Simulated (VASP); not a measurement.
**Ba: single point with PBE**

The system is Ba.

```xyz
1
Lattice="-2.3706 2.3706 2.3706 2.3706 -2.3706 2.3706 2.3706 2.3706 -2.3706" Properties=species:S:1:pos:R:3 pbc="T T T"
Ba    0.0000    0.0000    0.0000
```

This cell differs from its parent crystal: volume scaled by 0.84.

| Quantity | Value |
| --- | --- |
| Program | VASP 6.6.1 |
| Task | single point |
| Functional | PBE |
| Potentials or basis | VASP PAW PBE potentials, release 64 (Ba_sv) |
| Cutoff | 520 eV |
| k mesh | 11 × 11 × 11 |
| Occupations | fermi-dirac, width 0.08 eV |
| Spin | no spin polarisation |
| Dipole correction | no |
| Further INCAR settings | ALGO = Normal; EDIFF = 1e-06; NBANDS = 11 |

The pressure is 2.0 GPa and the band gap on the k mesh is zero (band 5 reaches 2.71 eV, above the bottom of band 6 at 1.51 eV).

Levels at points of the mesh, in eV from the Fermi level:
```csv
k point,band 3,band 4,band 5,band 6,band 7,band 8
"(0.00, 0.00, 0.00)",-13.45,-13.45,-2.80,2.02,2.02,2.02
```

Wall time 21 s on 1 thread of AMD EPYC 7R43 64-Core Processor (Zen 3) (shared host), peak memory 0.15 GiB.

Caveat: spin-orbit coupling is left out, which moves the levels of the heavy elements.
